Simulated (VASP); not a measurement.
# BN (P1) in VASP: further runs

Runs on BN. Level: PBE. Tasks: single point.

All numbers are computed with VASP 6.6.1; they aren't measurements. Logs are shortened: lines on timing, memory, paths and dates and some standing lists are left out, and cuts for length are marked.

### 1 The cell of the first run

The typed cell holds 4 atoms: a = 2.555 Å, b = 2.555 Å, c = 4.225 Å, α = 90.00°, β = 90.00°, γ = 120.00°.

### 2 Single point, PBE (atom 3 (N) moved by (-0.450, -0.225) A along x and z)

Contents of INCAR:

```
SYSTEM = BN
  PREC = Accurate
  ENCUT = 520
  EDIFF = 1E-6
  ISMEAR = 0
  SIGMA = 0.05
  LREAL = .False.
  LASPH = .True.
  NELM = 80
  ALGO = Normal
  ISIF = 2
  LWAVE = .False.
  LCHARG = .True.
  GGA = PE
  LELF = .True.
  LVHAR = .True.
  NBANDS = 16
```

Contents of KPOINTS:

```
regular mesh
0
Gamma
  12 12 6
  0 0 0
```

Contents of POSCAR:

```
BN
1.0
    2.5545800960      0.0000000000      0.0000000000
   -1.2772900480      2.2123312591      0.0000000000
    0.0000000000      0.0000000000      4.2245145352
B N
2 2
Direct
    0.6666666667      0.3333333333      0.9998058547
    0.3333333333      0.6666666667      0.4998058547
    0.4905124718      0.3333333333      0.5719335876
    0.3333333333      0.6666666667      0.1251941453
```

Potentials or basis: VASP PAW PBE potentials, release 64 (B, N).

Launch:

```console
cat potpaw_PBE.64/B/POTCAR potpaw_PBE.64/N/POTCAR > POTCAR
mpirun -np 1 vasp_std > vasp.out
```

OUTCAR:

```text
SYSTEM = BN
   PREC = Accurate
   ENCUT = 520
   EDIFF = 1E-6
   ISMEAR = 0
   LREAL = .False.
   LASPH = .True.
   NELM = 80
   ISIF = 2
   GGA = PE

 ion  position               nearest neighbor table
   1  0.667  0.333  1.000-   4 1.57   4 1.57   4 1.57   3 1.86
   2  0.333  0.667  0.500-   3 1.15   3 1.57   4 1.58   3 1.90
   3  0.491  0.333  0.572-   2 1.15   2 1.57   1 1.86   2 1.90
   4  0.333  0.667  0.125-   1 1.57   1 1.57   1 1.57   2 1.58

  LATTYP: Found a hexagonal cell.
 ALAT       =     2.5545800960
 C/A-ratio  =     1.6537021258

  Lattice vectors:

 A1 = (   2.5545800960,   0.0000000000,   0.0000000000)
 A2 = (  -1.2772900480,   2.2123312591,   0.0000000000)
 A3 = (   0.0000000000,   0.0000000000,   4.2245145352)

Analysis of symmetry for initial positions (statically):
=====================================================================
 Subroutine PRICEL returns:
 Original cell was already a primitive cell.

 Routine SETGRP: Setting up the symmetry group for a
 hexagonal supercell.

 Subroutine GETGRP returns: Found  1 space group operations
 (whereof  1 operations were pure point group operations)
 out of a pool of 24 trial point group operations.

The static configuration has the point symmetry C_1 .

Analysis of symmetry for dynamics (positions and initial velocities):
=====================================================================
 Subroutine PRICEL returns:
 Original cell was already a primitive cell.

 Routine SETGRP: Setting up the symmetry group for a
 hexagonal supercell.

 Subroutine GETGRP returns: Found  1 space group operations
 (whereof  1 operations were pure point group operations)
 out of a pool of 24 trial point group operations.

The dynamic configuration has the point symmetry C_1 .

 Subroutine INISYM returns: Found  1 space group operations
 (whereof  1 operations are pure point group operations),
 and found     1 'primitive' translations

----------------------------------------------------------------------------------------

                                     Primitive cell

  volume of cell :      23.8752

  direct lattice vectors                    reciprocal lattice vectors
     2.554580096  0.000000000  0.000000000     0.391453766  0.226005937  0.000000000
    -1.277290048  2.212331259  0.000000000     0.000000000  0.452011875  0.000000000
     0.000000000  0.000000000  4.224514535     0.000000000  0.000000000  0.236713590

  length of vectors
     2.554580096  2.554580096  4.224514535     0.452011875  0.452011875  0.236713590

  position of ions in fractional coordinates (direct lattice)
     0.666666667  0.333333333  0.999805855
     0.333333333  0.666666667  0.499805855
     0.490512472  0.333333333  0.571933588
     0.333333333  0.666666667  0.125194145

  ion indices of the primitive-cell ions
   primitive index   ion index
                 1           1
                 2           2
                 3           3
                 4           4

----------------------------------------------------------------------------------------

 KPOINTS: regular mesh

Automatic generation of k-mesh.
 Grid dimensions read from file:
 generate k-points for:   12   12    6

 Generating k-lattice:

  Cartesian coordinates                     Fractional coordinates (reciprocal lattice)
     0.032621147  0.018833828  0.000000000     0.083333333  0.000000000  0.000000000
     0.000000000  0.037667656  0.000000000     0.000000000  0.083333333  0.000000000
     0.000000000  0.000000000  0.039452265     0.000000000  0.000000000  0.166666667

  Length of vectors
     0.037667656  0.037667656  0.039452265

  Shift w.r.t. Gamma in fractional coordinates (k-lattice)
     0.000000000  0.000000000  0.000000000

 Subroutine IBZKPT returns following result:
 ===========================================

 Found    436 irreducible k-points:

 Following reciprocal coordinates:
            Coordinates               Weight
  0.000000  0.000000  0.000000      1.000000
  0.083333 -0.000000  0.000000      2.000000
  0.000000  0.083333  0.000000      2.000000
 -0.083333  0.083333  0.000000      2.000000
  0.166667  0.000000  0.000000      2.000000
  0.000000  0.166667  0.000000      2.000000
[... 16 lines left out ...]
  0.166667  0.083333  0.000000      2.000000
 -0.083333  0.250000  0.000000      2.000000
 [... further k-points ...]
   k-points           NKPTS =    436   k-points in BZ     NKDIM =    436   number of bands    NBANDS=     16
   number of dos      NEDOS =    301   number of ions     NIONS =      4
   total plane-waves  NPLWV =  12800
   dimension x,y,z NGX =    20 NGY =   20 NGZ =   32
   dimension x,y,z NGXF=    40 NGYF=   40 NGZF=   64
   ions per type =               2   2
   NGX,Y,Z   is equivalent  to a cutoff of  13.02, 13.02, 12.59 a.u.
   NGXF,Y,Z  is equivalent  to a cutoff of  26.03, 26.03, 25.19 a.u.
 SYSTEM =  BN
   PREC   = accura    normal or accurate (medium, high low for compatibility)
   ISTART =      0    job   : 0-new  1-cont  2-samecut
   ICHARG =      2    charge: 1-file 2-atom 10-const
   ISPIN  =      1    spin polarized calculation?
   LNONCOLLINEAR =      F non collinear calculations
   LSORBIT =      F    spin-orbit coupling
   LASPH  =      T    aspherical Exc in radial PAW
   ENCUT  =  520.0 eV  38.22 Ry    6.18 a.u.   4.75  4.75  7.85*2*pi/ulx,y,z
   NELM   =     80;   NELMIN=  2; NELMDL= -5     # of ELM steps
   EDIFF  = 0.1E-05   stopping-criterion for ELM
   LREAL  =      F    real-space projection
   EDIFFG = 0.1E-04   stopping-criterion for IOM
   NSW    =      0    number of steps for IOM
   IBRION =     -1    ionic relax: 0-MD 1-quasi-New 2-CG
   NFREE  =      0    steps in history (QN), initial steepest desc. (CG)
   ISIF   =      2    stress and relaxation
   ISYM   =      2    0-nonsym 1-usesym 2-fastsym
   POTIM  = 0.5000    time-step for ionic-motion
   TEBEG  =    0.0;   TEEND  =   0.0 temperature during run
   PSTRESS=    0.0 pullay stress
   NELECT =      16.0000    total number of electrons
   NUPDOWN=      -1.0000    fix difference up-down
   EMIN   =  10.00;   EMAX   =-10.00  energy-range for DOS
   EFERMI =   0.00;   METHOD = LEGACY
   ISMEAR =     0;   SIGMA  =   0.05  broadening in eV -4-tet -1-fermi 0-gaus
   EFERMI_NEDOS =   21; number of points for ismear=-14 and -15
[... 41 lines left out ...]
      2      -8.8930      2.00000
      3      -3.3405      2.00000
      4       1.7854      2.00000
      5       5.9866      2.00000
      6       6.4408      2.00000
[... 8 lines left out ...]
     15      23.2350      0.00000
     16      25.8644      0.00000

 k-point     2 :       0.0833   -0.0000    0.0000
  band No.  band energies     occupation
      1     -12.9704      2.00000
      2      -8.7783      2.00000
      3      -3.1965      2.00000
      4       1.6452      2.00000
      5       5.2033      2.00000
      6       6.2126      2.00000
[... 8 lines left out ...]
     15      23.0596      0.00000
     16      25.9679      0.00000

 k-point     3 :       0.0000    0.0833    0.0000
  band No.  band energies     occupation
      1     -12.9737      2.00000
      2      -8.7939      2.00000
      3      -3.1890      2.00000
      4       1.5240      2.00000
      5       5.5118      2.00000
      6       6.0613      2.00000
[... 8 lines left out ...]
     15      22.8643      0.00000
     16      26.4082      0.00000

 k-point     4 :      -0.0833    0.0833    0.0000
  band No.  band energies     occupation
      1     -12.9744      2.00000
      2      -8.7997      2.00000
      3      -3.1839      2.00000
      4       1.4895      2.00000
      5       5.5574      2.00000
      6       5.9413      2.00000
[... 8 lines left out ...]
     15      22.7662      0.00000
     16      25.5951      0.00000

 k-point     5 :       0.1667    0.0000    0.0000
  band No.  band energies     occupation
      1     -12.5442      2.00000
      2      -8.4460      2.00000
      3      -2.7765      2.00000
      4       1.2374      2.00000
      5       3.4447      2.00000
      6       5.6233      2.00000
[... 8 lines left out ...]
     15      22.6312      0.00000
     16      25.8675      0.00000

 k-point     6 :       0.0000    0.1667    0.0000
  band No.  band energies     occupation
      1     -12.5565      2.00000
      2      -8.5133      2.00000
      3      -2.7426      2.00000
      4       0.7941      2.00000
      5       4.1397      2.00000
      6       5.3935      2.00000
[... 8 lines left out ...]
     15      22.2027      0.00000
     16      25.7208      0.00000

 k-point     7 :      -0.1667    0.1667    0.0000
  band No.  band energies     occupation
      1     -12.5588      2.00000
      2      -8.5392      2.00000
      3      -2.7188      2.00000
      4       0.6861      2.00000
      5       4.2890      2.00000
      6       5.0241      2.00000
[... 8 lines left out ...]
     15      22.0396      0.00000
     16      25.3577      0.00000

 k-point     8 :       0.2500    0.0000    0.0000
  band No.  band energies     occupation
      1     -11.8630      2.00000
      2      -7.9389      2.00000
      3      -2.1250      2.00000
      4       0.4047      2.00000
      5       1.7272      2.00000
      6       4.1755      2.00000
[... 8 lines left out ...]
     15      22.7882      0.00000
     16      25.3957      0.00000

 k-point     9 :       0.0000    0.2500    0.0000
  band No.  band energies     occupation
      1     -11.8861      2.00000
      2      -8.1142      2.00000
      3      -2.0359      2.00000
      4      -0.2649      2.00000
      5       2.5221      2.00000
      6       4.6305      2.00000
[... 8 lines left out ...]
     15      22.0410      0.00000
     16      24.7253      0.00000
[... 172 lines left out ...]
 k-point    19 :       0.5000    0.5000    0.0000
  band No.  band energies     occupation
      1      -9.3984      2.00000
      2      -8.2924      2.00000
      3      -2.0738      2.00000
      4      -1.0021      2.00000
      5       1.4128      2.00000
      6       2.5822      2.00000
[... 8 lines left out ...]
     15      22.5273      0.00000
     16      26.4756      0.00000

 k-point    20 :       0.0833    0.0833    0.0000
  band No.  band energies     occupation
      1     -12.6874      2.00000
      2      -8.5660      2.00000
      3      -2.9107      2.00000
      4       1.2554      2.00000
      5       4.2524      2.00000
      6       5.6071      2.00000
[... 8 lines left out ...]
     15      22.6580      0.00000
     16      26.0744      0.00000

 k-point    21 :      -0.0833    0.1667    0.0000
  band No.  band energies     occupation
      1     -12.6988      2.00000
      2      -8.6307      2.00000
      3      -2.8712      2.00000
      4       0.9225      2.00000
      5       4.8549      2.00000
      6       5.2349      2.00000
[... 8 lines left out ...]
     15      22.2064      0.00000
     16      26.0302      0.00000

 k-point    22 :      -0.1667    0.0833    0.0000
  band No.  band energies     occupation
      1     -12.6893      2.00000
      2      -8.5839      2.00000
      3      -2.8952      2.00000
      4       1.1741      2.00000
      5       4.2241      2.00000
      6       5.5353      2.00000
[... 8 lines left out ...]
     15      22.5428      0.00000
     16      25.4638      0.00000

 k-point    23 :       0.1667    0.0833    0.0000
  band No.  band energies     occupation
      1     -12.1323      2.00000
      2      -8.1418      2.00000
      3      -2.3744      2.00000
      4       0.7082      2.00000
      5       2.4382      2.00000
      6       4.7424      2.00000
[... 8 lines left out ...]
     15      22.7588      0.00000
     16      25.4814      0.00000

 k-point    24 :      -0.0833    0.2500    0.0000
  band No.  band energies     occupation
      1     -12.1568      2.00000
      2      -8.3085      2.00000
      3      -2.2756      2.00000
      4       0.0985      2.00000
      5       3.3116      2.00000
      6       4.4938      2.00000
[... 8 lines left out ...]
     15      21.9110      0.00000
     16      24.9879      0.00000

 [... further k-points ...]
[... 5 lines left out ...]
  --------------------------------------------------------------------------------------
  -------------------------------------------------------------------------------------
  Total       12.0294696      8.6517062      4.7303101     -8.5801533     -3.9674405      3.0674075
  in kB      807.2546838    580.5850635    317.4341962   -575.7834027   -266.2407437    205.8427443
  external PRESSURE =     568.4246478 kB  Pullay stress =       0.0000000 kB

 VOLUME and BASIS-vectors are now :
 -----------------------------------------------------------------------------
  energy-cutoff  :      520.00
  volume of cell :       23.88
      direct lattice vectors                 reciprocal lattice vectors
     2.554580096  0.000000000  0.000000000     0.391453766  0.226005937  0.000000000
    -1.277290048  2.212331259  0.000000000     0.000000000  0.452011875  0.000000000
     0.000000000  0.000000000  4.224514535     0.000000000  0.000000000  0.236713590

 POSITION                                       TOTAL-FORCE (eV/Angst)
 -----------------------------------------------------------------------------------
      1.27729      0.73744      4.22369        -1.517509      0.128461      0.170693
     -0.00000      1.47489      2.11144       -15.789777     13.124062     -8.088003
      0.82729      0.73744      2.41614        18.200268    -13.600116     11.486933
     -0.00000      1.47489      0.52888        -0.892982      0.347592     -3.569622
 -----------------------------------------------------------------------------------
    total drift:                                0.000420     -0.000156      0.000072

  FREE ENERGIE OF THE ION-ELECTRON SYSTEM (eV)
  ---------------------------------------------------
  free  energy   TOTEN  =       -30.2127054207 eV

  energy  without entropy=      -30.2127054207  energy(sigma->0) =      -30.21270542
```

It took 3.8 min on 1 thread of Intel Xeon 8259CL, shared host; peak memory 0.24 GiB.

Results:

- Free energy: -30.2127 eV
- Pressure: 56.8 GPa
- Largest force: 25.459 eV/Å
- Band gap on the k mesh: 2.66 eV, indirect (least direct gap 4.83 eV)

Forces in eV/Å, atoms in the order of the input:
```
B    -1.518   0.128   0.171
B   -15.790  13.124  -8.088
N    18.200 -13.600  11.487
N    -0.893   0.348  -3.570
```

Levels at points of the mesh, in eV from the valence-band top:
```tsv
k point	band 5	band 6	band 7	band 8	band 9	band 10	band 11	band 12
(0.00, 0.00, 0.00)	-2.35	-1.90	-0.54	0.00	5.29	7.07	7.64	8.29
(0.50, 0.00, 0.00)	-7.82	-7.38	-4.27	-2.29	3.13	5.77	8.68	10.43
(0.00, 0.50, 0.00)	-7.75	-5.25	-4.48	-2.84	3.01	6.17	7.80	10.11
(0.50, 0.50, 0.00)	-6.93	-5.76	-5.41	-3.06	5.37	7.19	8.27	11.05
(0.00, 0.00, 0.50)	-4.81	-2.30	-2.11	-0.42	6.17	6.87	8.07	8.77
(0.50, 0.00, 0.50)	-7.44	-5.31	-4.63	-2.99	3.64	5.74	8.05	9.65
(0.00, 0.50, 0.50)	-5.42	-4.95	-3.99	-2.22	2.73	4.73	6.71	8.27
(0.50, 0.50, 0.50)	-5.13	-4.63	-3.98	-2.77	3.87	5.63	6.33	8.83
```

Caveat: the cell differs from its parent crystal (atom 3 (N) moved by (-0.450, -0.225) A along x and z); forces of over 1 eV/Å act on the atoms, so gaps and moduli don't describe the material at rest.

### 3 Single point, PBE (atom 3 (N) moved by (-0.450, +0.225) A along x and z)

Contents of INCAR:

```
SYSTEM = BN
PREC = Accurate ; ENCUT = 520
EDIFF = 1E-7 ; ISMEAR = 0
SIGMA = 0.05 ; LREAL = .FALSE.
LASPH = .TRUE. ; NELM = 100
ALGO = Normal ; ISIF = 2
LWAVE = .FALSE. ; LCHARG = .FALSE.
GGA = PE ; NBANDS = 16
```

Contents of KPOINTS:

```
Automatic mesh
0
G
  12 12 6
  0 0 0
```

POSCAR, as its differences from that of step 2:

```diff
@@ -10,3 +10,3 @@
     0.3333333333      0.6666666667      0.4998058547
-    0.4905124718      0.3333333333      0.5719335876
+    0.4905124718      0.3333333333      0.6784547030
     0.3333333333      0.6666666667      0.1251941453
```

Potentials or basis: VASP PAW PBE potentials, release 64 (B, N).

Launch:

```console
cat potpaw_PBE.64/B/POTCAR potpaw_PBE.64/N/POTCAR > POTCAR
mpirun -np 1 vasp_std > vasp.out
```

It took 3.7 min on 1 thread of Intel Xeon 8259CL, shared host; peak memory 0.24 GiB.

It converged, with:

* Free energy: -32.4920 eV
* Pressure: 25.2 GPa
* Largest force: 8.477 eV/Å
* Band gap on the k mesh: 2.13 eV, indirect (least direct gap 4.38 eV)

Forces in eV/Å, atoms in the order of the input:
```
B   -1.550  0.125  2.324
B   -3.781  3.614 -0.795
N    5.736 -4.008 -4.784
N   -0.405  0.269  3.256
```

Stress tensor (GPa, compression positive):
```
30.21 -2.15  2.25
-2.15 16.96 -9.17
 2.25 -9.17 28.55
```

Levels at points of the mesh, in eV from the valence-band top:
```tsv
k point	band 4	band 5	band 6	band 7	band 8	band 9	band 10	band 11	band 12	band 13
(0.00, 0.00, 0.00)	-4.46	-2.84	-2.42	-0.54	0.00	6.10	7.21	7.69	8.21	8.73
(0.50, 0.00, 0.00)	-9.21	-7.50	-6.07	-4.62	-2.39	2.92	4.71	7.87	10.00	11.43
(0.00, 0.50, 0.00)	-8.78	-8.28	-6.15	-5.25	-1.93	3.26	6.35	7.75	9.95	11.44
(0.50, 0.50, 0.00)	-9.61	-7.54	-6.67	-5.61	-1.89	4.97	7.15	8.95	10.06	11.00
(0.00, 0.00, 0.50)	-6.61	-3.17	-2.45	-2.26	-0.07	5.83	7.15	7.79	8.55	9.08
(0.50, 0.00, 0.50)	-9.72	-6.79	-5.30	-4.61	-3.40	3.92	5.04	7.10	9.27	11.65
(0.00, 0.50, 0.50)	-10.42	-6.64	-5.11	-4.36	-1.81	2.56	5.19	7.37	8.98	11.61
(0.50, 0.50, 0.50)	-11.19	-5.61	-4.97	-4.42	-2.70	4.37	5.48	7.51	8.78	12.30
```

Caveat: the cell differs from its parent crystal (atom 3 (N) moved by (-0.450, +0.225) A along x and z); forces of over 1 eV/Å act on the atoms, so gaps and moduli don't describe the material at rest. A k mesh can miss the band edges.

### 4 Single point, PBE (atom 3 (N) moved by (-0.225, -0.450) A along x and z)

Contents of INCAR:

```
PREC = Accurate
ENCUT = 520
EDIFF = 1E-6
ISMEAR = 0
SIGMA = 0.05
LREAL = F
LASPH = T
NELM = 100
ALGO = Normal
ISIF = 2
LWAVE = F
LCHARG = F
GGA = PE
NBANDS = 16
```

Contents of KPOINTS:

```
Automatic mesh
0
Gamma
  12 12 6
```

POSCAR, as its differences from that of step 3:

```diff
@@ -10,3 +10,3 @@
     0.3333333333      0.6666666667      0.4998058547
-    0.4905124718      0.3333333333      0.6784547030
+    0.5785895692      0.3333333333      0.5186730300
     0.3333333333      0.6666666667      0.1251941453
```

Launch:

```console
cat potpaw_PBE.64/B/POTCAR potpaw_PBE.64/N/POTCAR > POTCAR
mpirun -np 1 vasp_std > vasp.out
```

It took 3.5 min on 1 thread of Intel Xeon 8259CL, shared host; peak memory 0.24 GiB.

Results (log left out):

| Property | Result |
| --- | --- |
| Free energy | -31.0225 eV |
| Pressure | 40.0 GPa |
| Largest force | 15.020 eV/Å |
| Band gap on the k mesh | 2.34 eV, indirect (least direct gap 4.03 eV) |

Forces on the atoms (eV/Å):
```
B   -0.411  0.026  0.600
B   -8.733  3.470 -4.127
N    9.777 -3.646 10.804
N   -0.633  0.150 -7.278
```

Stress tensor (GPa, compression positive):
```
 41.61 -31.14   2.92
-31.14  30.33  -3.26
  2.92  -3.26  48.18
```

Levels at points of the mesh, in eV from the valence-band top:
| k point | band 6 | band 7 | band 8 | band 9 | band 10 | band 11 |
| --- | --- | --- | --- | --- | --- | --- |
| (0.00, 0.00, 0.00) | -2.19 | -1.42 | -0.01 | 4.02 | 5.79 | 7.68 |
| (0.50, 0.00, 0.00) | -7.78 | -4.49 | -3.31 | 3.50 | 5.71 | 7.27 |
| (0.00, 0.50, 0.00) | -6.78 | -4.22 | -4.18 | 3.93 | 5.50 | 6.97 |
| (0.50, 0.50, 0.00) | -6.71 | -5.20 | -3.89 | 4.85 | 6.11 | 7.06 |
| (0.00, 0.00, 0.50) | -2.79 | -2.44 | -1.64 | 4.81 | 5.51 | 7.97 |
| (0.50, 0.00, 0.50) | -5.21 | -4.90 | -2.66 | 2.68 | 5.15 | 7.32 |
| (0.00, 0.50, 0.50) | -4.93 | -4.52 | -2.50 | 2.77 | 3.93 | 6.13 |
| (0.50, 0.50, 0.50) | -4.62 | -4.31 | -2.41 | 2.35 | 3.92 | 6.67 |

Caveat: the cell differs from its parent crystal (atom 3 (N) moved by (-0.225, -0.450) A along x and z); forces of over 1 eV/Å act on the atoms, so gaps and moduli don't describe the material at rest. A k mesh can miss the band edges.
